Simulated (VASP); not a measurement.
# LuBeSi4: single point with PBE

Crystal: LuBeSi4.

```
CELL_PARAMETERS angstrom
4.56865 0.00000 0.00000
0.00000 4.56865 0.00000
0.00000 0.00000 5.26365
ATOMIC_POSITIONS crystal
Lu 0.50000 0.50000 0.59907
Be 0.00000 0.00000 0.03791
Si 0.73082 0.73082 0.21353
Si 0.26918 0.26918 0.21353
Si 0.26918 0.73082 0.21353
Si 0.73082 0.26918 0.21353
```

```
Program             : VASP 6.6.1
Task                : single point
Functional          : PBE
Potentials or basis : VASP PAW PBE potentials, release 64 (Lu, Be, Si)
Cutoff              : 520 eV
k mesh              : 4 × 4 × 4
Occupations         : gaussian, width 0.1 eV
Spin                : no spin polarisation
```

```
Pressure      : 31.9 GPa
Largest force : 7.062 eV/Å
```

Forces on the atoms (eV/Å):
```
Lu   0.000  0.000  7.062
Be   0.000  0.000 -3.890
Si   2.350  2.350 -0.793
Si  -2.350 -2.350 -0.793
Si  -2.350  2.350 -0.793
Si   2.350 -2.350 -0.793
```

Stress tensor (GPa, compression positive):
```
40.03  0.00  0.00
 0.00 40.03  0.00
 0.00  0.00 15.79
```

Levels at points of the mesh, in eV from the Fermi level:
```tsv
k point	band 17	band 18	band 19	band 20	band 21	band 22	band 23	band 24	band 25	band 26
(0.00, 0.00, 0.00)	-4.76	-2.96	-2.96	-1.99	-0.38	-0.38	0.37	0.97	1.36	2.64
(0.50, 0.00, 0.00)	-5.02	-3.54	-3.43	-0.73	-0.15	0.14	0.22	0.63	1.22	3.13
(0.50, 0.50, 0.00)	-3.11	-1.91	-1.50	-0.09	0.02	0.40	0.40	0.96	2.46	2.46
(0.00, 0.00, 0.50)	-5.22	-2.90	-2.90	-0.35	0.05	0.05	0.30	0.71	0.93	2.62
(0.50, 0.00, 0.50)	-5.07	-4.72	-3.77	-0.51	-0.15	0.24	0.49	1.06	2.81	3.05
(0.50, 0.50, 0.50)	-2.89	-2.89	-2.74	-0.08	-0.08	0.14	1.33	2.04	2.04	2.29
```

It took 30 s on 1 thread of Intel(R) Xeon(R) 6975P-C (Granite Rapids) (shared host), peak memory 0.25 GiB.

Caveat: spin-orbit coupling is left out, which moves the levels of the heavy elements; forces of over 1 eV/Å act on the atoms, so gaps and moduli don't describe the material at rest.
